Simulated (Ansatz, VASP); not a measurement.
## Sb in VASP and in Ansatz

INCAR

```
ALGO = Normal ; EDIFF = 1E-6
ENCUT = 520 ; GGA = PS
GGA_COMPAT = False ; ISIF = 2
ISMEAR = -1 ; LASPH = True
LCHARG = False ; LNONCOLLINEAR = True
LORBIT = 11 ; LORBMOM = True
LREAL = False ; LSORBIT = True
LWAVE = False ; MAGMOM = 0 0 0 0 0 0
NBANDS = 22 ; NELM = 150
PREC = Accurate ; SIGMA = 0.05
```

The input KPOINTS:

```
k-points
0
Gamma
  8 8 8
```

Contents of POSCAR:

```
Sb
1.0
    2.1542000000      1.2437279499      3.7580000000
   -2.1542000000      1.2437279499      3.7580000000
    0.0000000000     -2.4874558998      3.7580000000
Sb
2
Direct
    0.7665100000      0.7665100000      0.7665100000
    0.2334900000      0.2334900000      0.2334900000
```

Contents of input.yaml:

```yaml
crystal:
  lattice:
    - [2.1542, 1.2437279499, 3.758]
    - [-2.1542, 1.2437279499, 3.758]
    - [0.0, -2.4874558998, 3.758]
  atoms:
    - { symbol: Sb, position: [0.76651, 0.76651, 0.76651] }
    - { symbol: Sb, position: [0.23349, 0.23349, 0.23349] }
hamiltonian:
  xc: pbesol
  pseudopotentials: { kind: paw_fr }
magnetization:
  noncollinear: true
  spin_orbit: true
kpoints:
  mp_grid: { grid: [8, 8, 8] }
  band_path:
    path:
      - [[0.0, 0.0, 0.0], [0.5, 0.0, 0.0], [0.5, 0.2396873643, -0.2396873643]]
      - [[0.7603126357, 0.5, 0.2396873643], [0.5, 0.5, 0.5], [0.0, 0.0, 0.0], [0.3698436821, 0.0, -0.3698436821]]
      - [[0.6301563179, 0.3698436821, 0.0], [0.5, 0.5, 0.0], [0.6301563179, 0.6301563179, 0.2396873643], [0.5, 0.5, 0.5]]
      - [[0.5, 0.0, 0.0], [0.7603126357, 0.3698436821, 0.3698436821]]
    npoints: 14
scf:
  occupations: { method: fermi_dirac, width: 0.05 }
  n_extra_bands: 6
output:
  forces: true
  stress: true
  eigenvalues: true
  fatbands: false
```

Alike in both runs: functional PBEsol; k mesh 8 × 8 × 8; occupations fermi-dirac, width 0.05 eV; non-collinear spin, spin-orbit coupling.

|  | VASP | Ansatz |
| --- | --- | --- |
| version | VASP 6.6.1 | Ansatz 0.2.0 |
| potentials or method | VASP PAW PBE potentials, release 64 (Sb) | Ansatz PAW |
| plane-wave cutoff (eV) | 520 | 420 |
| valence electrons in the cell | 10 | 30 |
| task | single point | band structure |

|  | VASP | Ansatz | Ansatz less VASP |
| --- | --- | --- | --- |
| pressure (GPa) | 0.3 | 0.1 | -0.21 |
| traceless stress, the component that is largest in VASP (GPa) | -0.47 | -0.42 | +0.051 |
| rms of the force components (eV/Å) | 0.093 | 0.058 | -0.0343 |

VASP's potentials were made for PBE, not for PBEsol. Atom by atom the forces differ by 0.034 eV/Å (rms over components). VASP's potentials hold 10 valence electrons a cell and Ansatz's 30, so a difference there can come from the potentials and not from the codes.
